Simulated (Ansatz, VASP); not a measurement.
Ga: VASP beside Ansatz

```xyz
2
Lattice="-1.9180 1.9180 2.7165 1.9180 -1.9180 2.7165 1.9180 1.9180 -2.7165" Properties=species:S:1:pos:R:3 pbc="T T T"
Ga    0.0000    0.0000    1.3582
Ga    0.0000    0.0000    4.0748
```

Alike in both runs: functional PBE; k mesh 8 × 8 × 8; occupations gaussian, width 0.1 eV; no spin polarisation.

Ansatz relaxed the structure, and its values are those at the end. VASP's run is a single point on that final structure, the one shown.

```csv
,VASP,Ansatz
version,VASP 6.6.1,Ansatz 0.2.0
potentials or method,"VASP PAW PBE potentials, release 64 (Ga_d), cutoff 520 eV","scalar-relativistic, plane waves, PAW"
valence electrons in the cell,26,26
```

```csv
,VASP,Ansatz,Ansatz less VASP
gap on the k mesh at the Fermi level (eV),none,none,-
pressure (GPa),0.1,0.2,+0.03
```

A gap of «none» marks a metal or a gap that the smearing closes.
